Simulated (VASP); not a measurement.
A run of VASP 6.6.1 is set up as follows.

File INCAR:

```
  PREC = Accurate
  ENCUT = 520
  EDIFF = 1E-6
  ISMEAR = -1
  SIGMA = 0.1
  LREAL = False
  LASPH = True
  NELM = 60
  ALGO = Normal
  ISIF = 2
  LWAVE = False
  LCHARG = True
  GGA = PS
  LELF = True
  LVHAR = True
  NBANDS = 12
```

The input KPOINTS:

```
regular mesh
0
Gamma
  14 14 14
```

The input POSCAR:

```
Cu
1.0
    0.0000000000      1.8075000000      1.8075000000
    1.8075000000      0.0000000000      1.8075000000
    1.8075000000      1.8075000000      0.0000000000
Cu
1
Direct
    0.0000000000      0.0000000000      0.0000000000
```

Potentials or basis: VASP PAW PBE potentials, release 64 (Cu).

The run is started by

```sh
$ cat potpaw_PBE.64/Cu/POTCAR > POTCAR
$ mpirun -np 1 vasp_std > vasp.out
```

Problem. What does it give for the pressure?

Solution. -5.7 GPa.

Caveat: the PAW data sets were made with another functional, which shifts forces and pressure a little.
